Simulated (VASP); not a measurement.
# SrO (I-4m2) in VASP: single point with HSE06

Aim: the single point of SrO with HSE06.

Program: VASP 6.6.1. These are calculated values, not measurements. Logs are shortened: lines on timing, memory, paths and dates and some standing lists are left out, and cuts for length are marked.

## Step 1: The cell of the first run

Symmetry: I-4m2, No. 119, tetragonal system. Conventional cell: a = 3.935 Å, b = 3.935 Å, c = 5.585 Å, α = 90.00°, β = 90.00°, γ = 90.00°. Within 3.2 Å of Sr (site symmetry -4m2) lie 4 O at 2.41 Å. Within 3.2 Å of O (site symmetry -4m2) lie 4 Sr at 2.41 Å.

## Step 2: Single point, HSE06 (biaxial xy strain -0.3%)

POSCAR reads:

```
SrO
1.0
    0.0000000000      2.7825075351      2.7922805169
    2.7825075351      0.0000000000      2.7922805169
    2.7825075351      2.7825075351      0.0000000000
Sr O
1 1
Direct
    0.0000000000      0.0000000000      0.0000000000
    0.2500000000      0.2500000000      0.2500000000
```

INCAR.step1 reads:

```
SYSTEM = SrO
ALGO = Normal
EDIFF = 1E-5
ENCUT = 520
GGA = PE
GGA_COMPAT = .FALSE.
ISIF = 2
ISMEAR = 0
LASPH = .TRUE.
LCHARG = .FALSE.
LREAL = .FALSE.
LWAVE = .TRUE.
NBANDS = 15
NELM = 120
PREC = Accurate
SIGMA = 0.01
```

INCAR.step2 reads:

```
SYSTEM = SrO
ALGO = Normal
EDIFF = 1E-6
ENCUT = 520
GGA = PE
GGA_COMPAT = .FALSE.
HFSCREEN = 0.2079
ISIF = 2
ISMEAR = 0
ISTART = 1
LASPH = .TRUE.
LCHARG = .FALSE.
LHFCALC = .TRUE.
LREAL = .FALSE.
LWAVE = .FALSE.
NBANDS = 15
NELM = 120
PREC = Accurate
PRECFOCK = Normal
SIGMA = 0.01
```

KPOINTS reads:

```
k-points
0
G
  6 6 6
  0 0 0
```

Potentials or basis: VASP PAW PBE potentials, release 64 (Sr_sv, O).

Launch:

```bash
$ cat potpaw_PBE.64/Sr_sv/POTCAR potpaw_PBE.64/O/POTCAR > POTCAR
$ cp INCAR.step1 INCAR
$ mpirun -np 1 vasp_std > vasp.out
$ cp INCAR.step2 INCAR
$ mpirun -np 1 vasp_std > vasp.out
```

OUTCAR:

```text
SYSTEM = SrO
   EDIFF = 1E-6
   ENCUT = 520
   GGA = PE
   HFSCREEN = 0.2079
   ISIF = 2
   ISMEAR = 0
   ISTART = 1
   LASPH = .TRUE.
   LHFCALC = .TRUE.
   LREAL = .FALSE.
   NELM = 120
   PREC = Accurate
   PRECFOCK = Normal

 ion  position               nearest neighbor table
   1  0.000  0.000  0.000-   2 2.41   2 2.41   2 2.41   2 2.41
   2  0.250  0.250  0.250-   1 2.41   1 2.41   1 2.41   1 2.41

  LATTYP: Found a body centered tetragonal cell.
 ALAT       =     3.9350598935
 C/A-ratio  =     1.4191806948

  Lattice vectors:

 A1 = (  -2.7825075351,   0.0000000000,   2.7922805169)
 A2 = (   2.7825075351,   0.0000000000,   2.7922805169)
 A3 = (   0.0000000000,   2.7825075351,  -2.7922805169)

Analysis of symmetry for initial positions (statically):
=====================================================================
 Subroutine PRICEL returns:
 Original cell was already a primitive cell.

 Routine SETGRP: Setting up the symmetry group for a
 body centered tetragonal supercell.

 Subroutine GETGRP returns: Found  8 space group operations
 (whereof  8 operations were pure point group operations)
 out of a pool of 16 trial point group operations.

The static configuration has the point symmetry D_2d.

Analysis of symmetry for dynamics (positions and initial velocities):
=====================================================================
 Subroutine PRICEL returns:
 Original cell was already a primitive cell.

 Routine SETGRP: Setting up the symmetry group for a
 body centered tetragonal supercell.

 Subroutine GETGRP returns: Found  8 space group operations
 (whereof  8 operations were pure point group operations)
 out of a pool of 16 trial point group operations.

The dynamic configuration has the point symmetry D_2d.

 Subroutine INISYM returns: Found  8 space group operations
 (whereof  8 operations are pure point group operations),
 and found     1 'primitive' translations

----------------------------------------------------------------------------------------

                                     Primitive cell

  volume of cell :      43.2376

  direct lattice vectors                    reciprocal lattice vectors
     0.000000000  2.782507535  2.792280517    -0.179694033  0.179694033  0.179065104
     2.782507535  0.000000000  2.792280517     0.179694033 -0.179694033  0.179065104
     2.782507535  2.782507535  0.000000000     0.179694033  0.179694033 -0.179065104

  length of vectors
     3.941976493  3.941976493  3.935059894     0.310876506  0.310876506  0.310876506

  position of ions in fractional coordinates (direct lattice)
     0.000000000  0.000000000  0.000000000
     0.250000000  0.250000000  0.250000000

  ion indices of the primitive-cell ions
   primitive index   ion index
                 1           1
                 2           2

----------------------------------------------------------------------------------------

 KPOINTS: k-points

Automatic generation of k-mesh.
 Grid dimensions read from file:
 generate k-points for:    6    6    6

 Generating k-lattice:

  Cartesian coordinates                     Fractional coordinates (reciprocal lattice)
    -0.029949005  0.029949005  0.029844184     0.166666667 -0.000000000  0.000000000
     0.029949005 -0.029949005  0.029844184    -0.000000000  0.166666667  0.000000000
     0.029949005  0.029949005 -0.029844184     0.000000000  0.000000000  0.166666667

  Length of vectors
     0.051812751  0.051812751  0.051812751

  Shift w.r.t. Gamma in fractional coordinates (k-lattice)
     0.000000000  0.000000000  0.000000000

 Subroutine IBZKPT returns following result:
 ===========================================

 Found     30 irreducible k-points:

 Following reciprocal coordinates:
            Coordinates               Weight
  0.000000  0.000000  0.000000      1.000000
  0.166667  0.000000  0.000000      8.000000
  0.333333  0.000000  0.000000      8.000000
  0.500000 -0.000000  0.000000      4.000000
  0.166667  0.166667  0.000000      2.000000
  0.333333  0.166667  0.000000      8.000000
[... 16 lines left out ...]
  0.333333  0.000000  0.333333      4.000000
  0.500000 -0.000000  0.333333     16.000000
 [... further k-points ...]
   k-points           NKPTS =     30   k-points in BZ     NKDIM =    216   number of bands    NBANDS=     15
   number of dos      NEDOS =    301   number of ions     NIONS =      2
   total plane-waves  NPLWV =  27000
   dimension x,y,z NGX =    30 NGY =   30 NGZ =   30
   dimension x,y,z NGXF=    60 NGYF=   60 NGZF=   60
   ions per type =               1   1
   NGX,Y,Z   is equivalent  to a cutoff of  12.65, 12.65, 12.67 a.u.
   NGXF,Y,Z  is equivalent  to a cutoff of  25.30, 25.30, 25.35 a.u.
 SYSTEM =  SrO
   PREC   = accura    normal or accurate (medium, high low for compatibility)
   ISTART =      1    job   : 0-new  1-cont  2-samecut
   ICHARG =      0    charge: 1-file 2-atom 10-const
   ISPIN  =      1    spin polarized calculation?
   LNONCOLLINEAR =      F non collinear calculations
   LSORBIT =      F    spin-orbit coupling
   LASPH  =      T    aspherical Exc in radial PAW
   ENCUT  =  520.0 eV  38.22 Ry    6.18 a.u.   7.33  7.33  7.32*2*pi/ulx,y,z
   NELM   =    120;   NELMIN=  2; NELMDL=  0     # of ELM steps
   EDIFF  = 0.1E-05   stopping-criterion for ELM
   LREAL  =      F    real-space projection
   EDIFFG = 0.1E-04   stopping-criterion for IOM
   NSW    =      0    number of steps for IOM
   IBRION =     -1    ionic relax: 0-MD 1-quasi-New 2-CG
   NFREE  =      0    steps in history (QN), initial steepest desc. (CG)
   ISIF   =      2    stress and relaxation
   ISYM   =      3    0-nonsym 1-usesym 2-fastsym
   POTIM  = 0.5000    time-step for ionic-motion
   TEBEG  =    0.0;   TEEND  =   0.0 temperature during run
   PSTRESS=    0.0 pullay stress
   NELECT =      16.0000    total number of electrons
   NUPDOWN=      -1.0000    fix difference up-down
   EMIN   =  10.00;   EMAX   =-10.00  energy-range for DOS
   EFERMI =   0.00;   METHOD = LEGACY
   ISMEAR =     0;   SIGMA  =   0.01  broadening in eV -4-tet -1-fermi 0-gaus
   EFERMI_NEDOS =   21; number of points for ismear=-14 and -15
   IALGO  =     38    algorithm
   IMIX   =      1    mixing-type and parameters
     AMIX     =   0.40;   BMIX     =  1.00
     AMIX_MAG =   1.60;   BMIX_MAG =  1.00
  volume/ion in A,a.u.               =      21.62       145.89
  Fermi-wavevector in a.u.,A,eV,Ry     =   1.175333  2.221057 18.795191  1.381408
  Thomas-Fermi vector in A             =   2.311715
   LORBIT       =      0    0 simple, 1 ext, 2 COOP (PROOUT), +10 PAW based schemes
   GGA     = PE    functional components
   LHFCALC =     T    Hartree Fock is set to
   PRECFOCK=normal    Normal, Fast or Accurate (Low or Medium for compatibility)
   ENCUT4O =  -1.0   cutoff for four orbital integrals eV
   NKREDX  =     1    reduce k-point grid by
   NKREDY  =     1    reduce k-point grid by
   NKREDZ  =     1    reduce k-point grid by
   AEXX    =    0.2500 exact exchange contribution
   HFSCREEN=    0.2079 screening length (either q_TF or 0.3 A-1)
   HFSCREENC=   0.2079 screening length for correlation (either q_TF or 0.3 A-1)
   ENCUTFOCK=  -1.0 apply spherical cutoff to Coloumb kernel
   IVDW    =     0    specifies the selected vdW correction
   LEPSILON=     F    determine dielectric tensor
   LRPA    =     F    only Hartree local field effects (RPA)
 non-spin polarized calculation
 Gauss-broadening in eV      SIGMA  =   0.01
  energy-cutoff  :      520.00
  volume of cell :       43.24
 maximum number of plane-waves:      1211
 NGX is ok and might be reduce to    30
  NGX = 24; NGY = 24; NGZ = 24

 number of electron      16.0000000 magnetization

 Free energy of the ion-electron system (eV)
  ---------------------------------------------------
  ext. energy  EPLUGINS =         0.00000000
  ---------------------------------------------------
  free energy    TOTEN  =       -13.83761200 eV

  energy without entropy =      -13.83761200  energy(sigma->0) =      -13.83761200

 E-fermi :  -0.6354     XC(G=0):  -7.1621

 val. band max:       -0.7054230249   @ k =  -0.3333   0.5000   0.1667
 cond. band min:       3.1702879345   @ k =   0.0000   0.0000   0.0000
 fundamental gap:      3.8757109594
 Fermi energy:        -0.6353634413

 k-point     1 :       0.0000    0.0000    0.0000
  band No.  band energies     occupation
      1     -34.8412      2.00000
      2     -16.9457      2.00000
      3     -15.4477      2.00000
      4     -15.4477      2.00000
      5     -15.4470      2.00000
      6      -1.6079      2.00000
      7      -1.6057      2.00000
      8      -1.6057      2.00000
      9       3.1703      0.00000
     10       9.0856      0.00000
     11       9.1260      0.00000
     12      10.4595      0.00000
     13      10.5045      0.00000
     14      10.5045      0.00000
     15      15.8967      0.00000

 k-point     2 :       0.1667    0.0000    0.0000
  band No.  band energies     occupation
      1     -34.8241      2.00000
      2     -17.3343      2.00000
      3     -15.4729      2.00000
      4     -15.4727      2.00000
      5     -15.1224      2.00000
      6      -1.7130      2.00000
      7      -1.5136      2.00000
      8      -1.5112      2.00000
      9       4.0234      0.00000
     10       8.5882      0.00000
     11       8.6179      0.00000
     12       9.8640      0.00000
     13      11.1064      0.00000
     14      11.1316      0.00000
     15      14.1022      0.00000
[... 365 lines left out ...]
      3     -15.6441      2.00000
      4     -15.6400      2.00000
      5     -14.4357      2.00000
      6      -2.1468      2.00000
      7      -0.9641      2.00000
      8      -0.9546      2.00000
      9       5.6186      0.00000
     10       6.4567      0.00000
     11      10.2861      0.00000
     12      10.6511      0.00000
     13      11.1309      0.00000
     14      11.1660      0.00000
     15      15.3015      0.00000

 k-point    24 :       0.5000   -0.0000    0.3333
  band No.  band energies     occupation
      1     -34.7550      2.00000
      2     -18.2027      2.00000
      3     -15.7646      2.00000
      4     -15.6665      2.00000
      5     -14.2462      2.00000
      6      -1.9885      2.00000
      7      -0.8737      2.00000
      8      -0.8533      2.00000
      9       5.4216      0.00000
     10       6.6496      0.00000
     11       9.8358      0.00000
     12      10.9454      0.00000
     13      11.4383      0.00000
     14      11.9539      0.00000
     15      14.0742      0.00000

 [... further k-points ...]

------------------------ aborting loop because EDIFF is reached ----------------------------------------

  FORCE on cell =-STRESS in cart. coord.  units (eV):
  Direction    XX          YY          ZZ          XY          YZ          ZX
  --------------------------------------------------------------------------------------
  -------------------------------------------------------------------------------------
  Total        0.1624485      0.1624485      0.1507878      0.0000000      0.0000000     -0.0000000
  in kB        6.0195559      6.0195559      5.5874685      0.0000000      0.0000000     -0.0000000
  external PRESSURE =       5.8755268 kB  Pullay stress =       0.0000000 kB

 VOLUME and BASIS-vectors are now :
 -----------------------------------------------------------------------------
  energy-cutoff  :      520.00
  volume of cell :       43.24
      direct lattice vectors                 reciprocal lattice vectors
     0.000000000  2.782507535  2.792280517    -0.179694033  0.179694033  0.179065104
     2.782507535  0.000000000  2.792280517     0.179694033 -0.179694033  0.179065104
     2.782507535  2.782507535  0.000000000     0.179694033  0.179694033 -0.179065104

 POSITION                                       TOTAL-FORCE (eV/Angst)
 -----------------------------------------------------------------------------------
      0.00000      0.00000      0.00000        -0.000000     -0.000000     -0.000000
      1.39125      1.39125      1.39614         0.000000      0.000000      0.000000
 -----------------------------------------------------------------------------------
    total drift:                                0.000002      0.000000     -0.000000

  FREE ENERGIE OF THE ION-ELECTRON SYSTEM (eV)
  ---------------------------------------------------
  free  energy   TOTEN  =       -13.8376119954 eV

  energy  without entropy=      -13.8376119954  energy(sigma->0) =      -13.83761200
```

Run time: 1.9 h. Hardware: 1 thread of AMD EPYC 7R13, shared host; peak memory 0.28 GiB.

What came out:

| Item | Value |
| --- | --- |
| Free energy | -13.8376 eV |
| Pressure | 0.6 GPa |
| Band gap on the k mesh | 3.88 eV (least direct gap 4.78 eV) |

Levels at points of the mesh, in eV from the valence-band top:
```tsv
k point	band 5	band 6	band 7	band 8	band 9	band 10	band 11	band 12
(0.00, 0.00, 0.00)	-14.74	-0.90	-0.90	-0.90	3.88	9.79	9.83	11.16
(0.50, 0.00, 0.00)	-13.90	-0.74	-0.56	-0.56	6.79	8.64	9.31	9.32
(0.50, 0.50, 0.00)	-13.52	-1.49	-0.01	-0.01	6.00	7.28	11.54	11.78
(0.50, 0.00, 0.50)	-13.53	-1.49	-0.01	-0.01	6.01	7.29	11.54	11.77
```

Caveat: the cell differs from its parent crystal (biaxial xy strain -0.3%); the structure was generated, so it needn't be the stable form of SrO; the PAW data sets were made with another functional, which shifts forces and pressure a little. A k mesh can miss the band edges.
